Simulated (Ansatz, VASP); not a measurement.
AgCl in VASP and in Ansatz

```
Ag Cl
1.0
     0.00000    2.77315    2.82861
     2.77315    0.00000    2.82861
     2.77315    2.77315    0.00000
Ag Cl
1 1
Direct
  0.50000 0.50000 0.50000
  0.00000 0.00000 0.00000
```

Change from the starting cell: zz strain of +2 %, crystal datasets.

Alike in both runs: task electric field gradients; functional LDA; k mesh 8 × 8 × 8; occupations fermi-dirac, width 0.02 eV; no spin polarisation.

|  | VASP | Ansatz |
| --- | --- | --- |
| version | VASP 6.6.1 | Ansatz 0.2.0 |
| potentials or method | VASP PAW LDA potentials, release 64 (Ag, Cl), cutoff 520 eV | all-electron PAW with datasets made for the crystal, scalar-relativistic |

|  | VASP | Ansatz | Ansatz less VASP |
| --- | --- | --- | --- |
| pressure (GPa) | -6.3 | -6.2 | +0.02 |
| size of Vzz on the site where it differs most (V/Å²) | 11.1 | 8.6 | -2.51 |

LDA's correlation is that of Perdew and Zunger in VASP and of Perdew and Wang (1992) in Ansatz. Ansatz ran all-electron here, and VASP with PAW potentials.
